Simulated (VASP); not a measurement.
Set up this calculation in VASP 6.6.1, as the native input.

```
Task                   : single point
Functional             : LDA
Potentials or basis    : VASP PAW LDA potentials, release 64 (O)
Cutoff                 : 600 eV
k mesh                 : 19 × 19 × 19
Occupations            : fermi-dirac, width 0.05 eV
Spin                   : no spin polarisation
Dipole correction      : no
Further INCAR settings : ALGO = Normal; EDIFF = 1e-06; NBANDS = 9
```

The structure of O lies in POSCAR:

```
O
1.0
    0.0000000000      1.5323771723      1.5323771723
    1.5323771723      0.0000000000      1.5323771723
    1.5323771723      1.5323771723      0.0000000000
O
1
Direct
    0.0000000000      0.0000000000      0.0000000000
```

These files were run (other wordings do the same):

INCAR

```
PREC     = Accurate       # precision mode
ENCUT    = 600            # plane-wave cutoff, eV
EDIFF    = 1E-6           # SCF threshold, eV
ISMEAR   = -1             # smearing method
SIGMA    = 0.05           # smearing width, eV
LREAL    = F              # projectors in reciprocal space
LASPH    = T              # aspherical terms in the spheres
NELM     = 120            # most SCF steps
ALGO     = Normal         # electronic algorithm
ISIF     = 2              # what is computed and relaxed
LWAVE    = F              # write WAVECAR
LCHARG   = F              # write CHGCAR
NBANDS   = 9              # bands
GGA_COMPAT= F
```

KPOINTS

```
regular mesh
0
Gamma
  19 19 19
```

Potentials or basis: VASP PAW LDA potentials, release 64 (O).

Run with:

```console
$ cat potpaw_LDA.64/O/POTCAR > POTCAR
$ mpirun -np 1 vasp_std > vasp.out
```

It gave:

* Pressure: -0.1 GPa
* Band gap on the k mesh: zero (bands 3 and 4 overlap by 3.88 eV)

Run time: 11 s on 1 thread of Intel Xeon 8259CL (shared host), peak memory 0.12 GiB.
